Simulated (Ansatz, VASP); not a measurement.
One calculation of Ti, two programs

```
CELL_PARAMETERS angstrom
0.00000 1.98856 1.98856
1.98856 0.00000 1.98856
1.98856 1.98856 0.00000
ATOMIC_POSITIONS crystal
Ti 0.00000 0.00000 0.00000
```

Alike in both runs: task single point; functional revPBE; k mesh 11 × 11 × 11; occupations fermi-dirac, width 0.01 eV; no spin polarisation.

|  | VASP | Ansatz |
| --- | --- | --- |
| version | VASP 6.6.1 | Ansatz 0.2.0 |
| potentials or method | VASP PAW PBE potentials, release 64 (Ti_sv) | PseudoDojo stringent (PBEsol files) |
| plane-wave cutoff (eV) | 520 | 1143 |
| valence electrons in the cell | 12 | 12 |

```csv
,VASP,Ansatz,Ansatz less VASP
gap on the k mesh at the Fermi level (eV),none,none,-
pressure (GPa),14.5,14.7,+0.21
```

VASP's potentials were made for PBE, not for revPBE. A gap of «none» marks a metal or a gap that the smearing closes. With one functional, cell and mesh, what is left measures potentials, basis and numerics.

Noted on Ansatz's run: the potentials were made for another functional, which shifts forces and pressure.
